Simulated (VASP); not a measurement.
A run of VASP 6.6.1:

POSCAR

```
MgI2
1.0
    4.1572130612      0.0000000000      0.0000000000
   -2.0786065306      3.6002521199      0.0000000000
    0.0000000000      0.0000000000      6.8733253065
Mg I
1 2
Direct
    0.0000000000      0.0000000000      0.0000000000
    0.3333333333      0.6666666667      0.2426220900
    0.6666666667      0.3333333333      0.7573779100
```

File INCAR.step1:

```
ALGO = Normal ; EDIFF = 1E-5
ENCUT = 520 ; GGA = PE
ISIF = 2 ; ISMEAR = 0
LASPH = T ; LCHARG = F
LREAL = F ; LWAVE = T
NBANDS = 15 ; NELM = 100
PREC = Accurate ; SIGMA = 0.01
```

INCAR.step2

```
AEXX = 0.75 ; ALGO = Normal
EDIFF = 1E-6 ; ENCUT = 520
GGA = PE ; HFSCREEN = 0.2078
ISIF = 2 ; ISMEAR = 0
ISTART = 1 ; LASPH = T
LCHARG = F ; LHFCALC = T
LREAL = F ; LWAVE = F
NBANDS = 15 ; NELM = 100
PREC = Accurate ; PRECFOCK = Normal
SIGMA = 0.01
```

Contents of KPOINTS:

```
k-points
0
Gamma
  6 6 2
```

Potentials or basis: VASP PAW PBE potentials, release 64 (Mg, I).

Command:

```console
$ cat potpaw_PBE.64/Mg/POTCAR potpaw_PBE.64/I/POTCAR > POTCAR
$ cp INCAR.step1 INCAR
$ mpirun -np 1 vasp_std > vasp.out
$ cp INCAR.step2 INCAR
$ mpirun -np 1 vasp_std > vasp.out
```

Hardware: 1 thread of Intel(R) Xeon(R) Platinum 8259CL CPU @ 2.50GHz (Skylake/Cascade Lake) (shared host).

Q: Estimate the wall time of this run.

A: It took 22 min on 1 thread of Intel(R) Xeon(R) Platinum 8259CL CPU @ 2.50GHz (Skylake/Cascade Lake) (shared host), peak memory 0.36 GiB. Counts: k points 14.
